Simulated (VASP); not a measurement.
# Si4B (F-43m) in VASP: single point with PBE

Aim: the single point of Si4B with PBE.

All numbers are computed with VASP 6.6.1; they aren't measurements. Logs are shortened: lines on timing, memory, paths and dates and some standing lists are left out, and cuts for length are marked.

## Step 1: The cell of the first run

The typed cell holds 10 atoms: a = 6.112 Å, b = 6.112 Å, c = 6.112 Å, α = 60.00°, β = 60.00°, γ = 60.00°.

## Step 2: Single point, PBE

Contents of INCAR:

```
SYSTEM = Si4B
ALGO = Normal
EDIFF = 1E-6
ENCUT = 500
GGA = PE
GGA_COMPAT = .False.
ISIF = 2
ISMEAR = 0
LASPH = .True.
LCHARG = .False.
LREAL = .False.
LWAVE = .False.
NBANDS = 30
NELM = 120
PREC = Accurate
SIGMA = 0.2
```

Contents of KPOINTS:

```
k-points
0
Gamma
  3 3 3
  0 0 0
```

Contents of POSCAR:

```
Si4B
1.0
    0.0000000000      4.3216272081      4.3216272081
    4.3216272081      0.0000000000      4.3216272081
    4.3216272081      4.3216272081      0.0000000000
Si B
8 2
Direct
    0.8531359236      0.8531359236      0.8531359236
    0.8531359236      0.8531359236      0.4405922292
    0.8531359236      0.4405922292      0.8531359236
    0.4405922292      0.8531359236      0.8531359236
    0.1467744285      0.1467744285      0.1467744285
    0.1467744285      0.1467744285      0.5596767145
    0.1467744285      0.5596767145      0.1467744285
    0.5596767145      0.1467744285      0.1467744285
    0.5000000000      0.5000000000      0.5000000000
    0.0000000000      0.0000000000      0.0000000000
```

Potentials or basis: VASP PAW PBE potentials, release 64 (Si, B).

Started as:

```sh
$ cat potpaw_PBE.64/Si/POTCAR potpaw_PBE.64/B/POTCAR > POTCAR
$ mpirun -np 1 vasp_std > vasp.out
```

OUTCAR:

```text
SYSTEM = Si4B
   EDIFF = 1E-6
   ENCUT = 500
   GGA = PE
   ISIF = 2
   ISMEAR = 0
   LASPH = .True.
   LREAL = .False.
   NELM = 120
   PREC = Accurate

 ion  position               nearest neighbor table
   1  0.853  0.853  0.853-  10 2.20   3 2.52   4 2.52   2 2.52   8 2.54   7 2.54   6 2.54
   2  0.853  0.853  0.441-  10 2.20   3 2.52   4 2.52   1 2.52   8 2.54   7 2.54   5 2.54
   3  0.853  0.441  0.853-  10 2.20   2 2.52   4 2.52   1 2.52   6 2.54   8 2.54   5 2.54
   4  0.441  0.853  0.853-  10 2.20   2 2.52   3 2.52   1 2.52   6 2.54   7 2.54   5 2.54
   5  0.147  0.147  0.147-  10 2.20   7 2.52   8 2.52   6 2.52   3 2.54   4 2.54   2 2.54
   6  0.147  0.147  0.560-  10 2.20   7 2.52   8 2.52   5 2.52   3 2.54   4 2.54   1 2.54
   7  0.147  0.560  0.147-  10 2.20   6 2.52   8 2.52   5 2.52   2 2.54   4 2.54   1 2.54
   8  0.560  0.147  0.147-  10 2.20   6 2.52   7 2.52   5 2.52   2 2.54   3 2.54   1 2.54
   9  0.500  0.500  0.500-
  10  0.000  0.000  0.000-   6 2.20   7 2.20   8 2.20   5 2.20   1 2.20   2 2.20   3 2.20   4 2.20

  LATTYP: Found a face centered cubic cell.
 ALAT       =     8.6432544162

  Lattice vectors:

 A1 = (   0.0000000000,   4.3216272081,   4.3216272081)
 A2 = (   4.3216272081,   0.0000000000,   4.3216272081)
 A3 = (   4.3216272081,   4.3216272081,   0.0000000000)

Analysis of symmetry for initial positions (statically):
=====================================================================
 Subroutine PRICEL returns:
 Original cell was already a primitive cell.

 Routine SETGRP: Setting up the symmetry group for a
 face centered cubic supercell.

 Subroutine GETGRP returns: Found 24 space group operations
 (whereof 24 operations were pure point group operations)
 out of a pool of 48 trial point group operations.

The static configuration has the point symmetry T_d .

Analysis of symmetry for dynamics (positions and initial velocities):
=====================================================================
 Subroutine PRICEL returns:
 Original cell was already a primitive cell.

 Routine SETGRP: Setting up the symmetry group for a
 face centered cubic supercell.

 Subroutine GETGRP returns: Found 24 space group operations
 (whereof 24 operations were pure point group operations)
 out of a pool of 48 trial point group operations.

The dynamic configuration has the point symmetry T_d .

 Subroutine INISYM returns: Found 24 space group operations
 (whereof 24 operations are pure point group operations),
 and found     1 'primitive' translations

[... 100 lines left out ...]
   NELECT =      38.0000    total number of electrons
   NUPDOWN=      -1.0000    fix difference up-down
   EMIN   =  10.00;   EMAX   =-10.00  energy-range for DOS
   EFERMI =   0.00;   METHOD = LEGACY
   ISMEAR =     0;   SIGMA  =   0.20  broadening in eV -4-tet -1-fermi 0-gaus
   EFERMI_NEDOS =   21; number of points for ismear=-14 and -15
   IALGO  =     38    algorithm
   IMIX   =      4    mixing-type and parameters
     AMIX     =   0.40;   BMIX     =  1.00
     AMIX_MAG =   1.60;   BMIX_MAG =  1.00
  volume/ion in A,a.u.               =      16.14       108.94
  Fermi-wavevector in a.u.,A,eV,Ry     =   1.010831  1.910194 13.902163  1.021780
  Thomas-Fermi vector in A             =   2.143844
   LORBIT       =      0    0 simple, 1 ext, 2 COOP (PROOUT), +10 PAW based schemes
   GGA     = PE    functional components
   LHFCALC =     F    Hartree Fock is set to
   AEXX    =    0.0000 exact exchange contribution
   IVDW    =     0    specifies the selected vdW correction
   LEPSILON=     F    determine dielectric tensor
   LRPA    =     F    only Hartree local field effects (RPA)
 non-spin polarized calculation
 Gauss-broadening in eV      SIGMA  =   0.20
  energy-cutoff  :      500.00
  volume of cell :      161.43
 maximum number of plane-waves:      4128
 NGX is ok and might be reduce to    48
   NGX = 23   NGY = 23   NGZ = 23

 number of electron      38.0000000 magnetization

 Free energy of the ion-electron system (eV)
  ---------------------------------------------------
  ext. energy  EPLUGINS =         0.00000000
  ---------------------------------------------------
  free energy    TOTEN  =       -46.91441259 eV

  energy without entropy =      -46.79922728  energy(sigma->0) =      -46.85681993

 E-fermi :   6.9891     XC(G=0): -10.1806

 val. band max:        6.9604169714   @ k =  -0.3333   0.3333   0.0000
 cond. band min:       7.0339517204   @ k =   0.3333   0.0000   0.0000
 fundamental gap:      0.0735347491
 Fermi energy:         6.9890619908

 k-point     1 :       0.0000    0.0000    0.0000
  band No.  band energies     occupation
      1      -6.8926      2.00000
      2      -2.5674      2.00000
      3      -2.3130      2.00000
      4      -1.7419      2.00000
      5      -1.7419      2.00000
      6      -1.7419      2.00000
[... 121 lines left out ...]
     29      10.6176      0.00000
     30      11.1455      0.00000

------------------------ aborting loop because EDIFF is reached ----------------------------------------

  FORCE on cell =-STRESS in cart. coord.  units (eV):
  Direction    XX          YY          ZZ          XY          YZ          ZX
  --------------------------------------------------------------------------------------
  -------------------------------------------------------------------------------------
  Total        0.2813142      0.2813142      0.2813142     -0.0000000      0.0000000      0.0000000
  in kB        2.7920955      2.7920955      2.7920955     -0.0000000      0.0000000      0.0000000
  external PRESSURE =       2.7920955 kB  Pullay stress =       0.0000000 kB

 VOLUME and BASIS-vectors are now :
 -----------------------------------------------------------------------------
  energy-cutoff  :      500.00
  volume of cell :      161.43
      direct lattice vectors                 reciprocal lattice vectors
     0.000000000  4.321627208  4.321627208    -0.115697161  0.115697161  0.115697161
     4.321627208  0.000000000  4.321627208     0.115697161 -0.115697161  0.115697161
     4.321627208  4.321627208  0.000000000     0.115697161  0.115697161 -0.115697161

 POSITION                                       TOTAL-FORCE (eV/Angst)
 -----------------------------------------------------------------------------------
      7.37387      7.37387      7.37387         0.017132      0.017132      0.017132
      5.59101      5.59101      7.37387        -0.017132     -0.017132      0.017132
      5.59101      7.37387      5.59101        -0.017132      0.017132     -0.017132
      7.37387      5.59101      5.59101         0.017132     -0.017132     -0.017132
      1.26861      1.26861      1.26861        -0.005034     -0.005034     -0.005034
      3.05302      3.05302      1.26861         0.005034      0.005034     -0.005034
      3.05302      1.26861      3.05302         0.005034     -0.005034      0.005034
      1.26861      3.05302      3.05302        -0.005034      0.005034      0.005034
      4.32163      4.32163      4.32163        -0.000000     -0.000000     -0.000000
      0.00000      0.00000      0.00000        -0.000000     -0.000000     -0.000000
 -----------------------------------------------------------------------------------
    total drift:                               -0.000000     -0.000000     -0.000000

  FREE ENERGIE OF THE ION-ELECTRON SYSTEM (eV)
  ---------------------------------------------------
  free  energy   TOTEN  =       -46.9144125896 eV

  energy  without entropy=      -46.7992272785  energy(sigma->0) =      -46.85681993
```

stdout:

```text
POSCAR found type information on POSCAR SiB
 POSCAR found :  2 types and      10 ions
 scaLAPACK will be used
 LDA part: xc-table for (Slater+PW92), standard interpolation
 POSCAR, INCAR and KPOINTS ok, starting setup
 FFT: planning ... GRIDC
 FFT: planning ... GRID_SOFT
 FFT: planning ... GRID
 WAVECAR not read
 entering main loop
```

It took 67 s on 1 thread of Intel Xeon 8259CL, shared host; peak memory 0.3 GiB.

What came out:

```yaml
Free_energy: -46.9144 eV
Pressure: 0.3 GPa
Largest_force: 0.030 eV/Å
Band_gap_on_the_k_mesh: zero (band 19 reaches 7.24 eV, above the bottom of band 20 at 6.96 eV)
```

Forces on the atoms (eV/Å):
```
Si   0.017  0.017  0.017
Si  -0.017 -0.017  0.017
Si  -0.017  0.017 -0.017
Si   0.017 -0.017 -0.017
Si  -0.005 -0.005 -0.005
Si   0.005  0.005 -0.005
Si   0.005 -0.005  0.005
Si  -0.005  0.005  0.005
B    0.000  0.000  0.000
B    0.000  0.000  0.000
```

Caveat: the k points lie up to 0.42 Å⁻¹ apart.
